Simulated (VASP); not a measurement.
Input of a VASP 6.6.1 run:

File INCAR:

```
ALGO = Normal
EDIFF = 1E-6
ENCUT = 1300
GGA = CA
GGA_COMPAT = F
ISIF = 2
ISMEAR = -1
LASPH = T
LCHARG = F
LREAL = F
LWAVE = F
NBANDS = 11
NELM = 120
PREC = Accurate
SIGMA = 0.02
```

File KPOINTS:

```
k-points
0
Gamma
  24 24 24
```

POSCAR

```
C
1.0
    0.0000000000      1.7658715104      1.7658715104
    1.7658715104      0.0000000000      1.7658715104
    1.7658715104      1.7658715104      0.0000000000
C
2
Direct
   -0.1250000000     -0.1250000000     -0.1250000000
    0.1250000000      0.1250000000      0.1250000000
```

Potentials or basis: VASP PAW LDA potentials, release 64 (C_h).

Run with:

```console
$ cat potpaw_LDA.64/C_h/POTCAR > POTCAR
$ mpirun -np 1 vasp_std > vasp.out
```

Question: What does it give for the pressure?

Answer: 0.9 GPa.

Question: Predict the band gap on the k mesh.

Answer: 4.17 eV (least direct gap 5.63 eV).

A k mesh can miss the band edges.
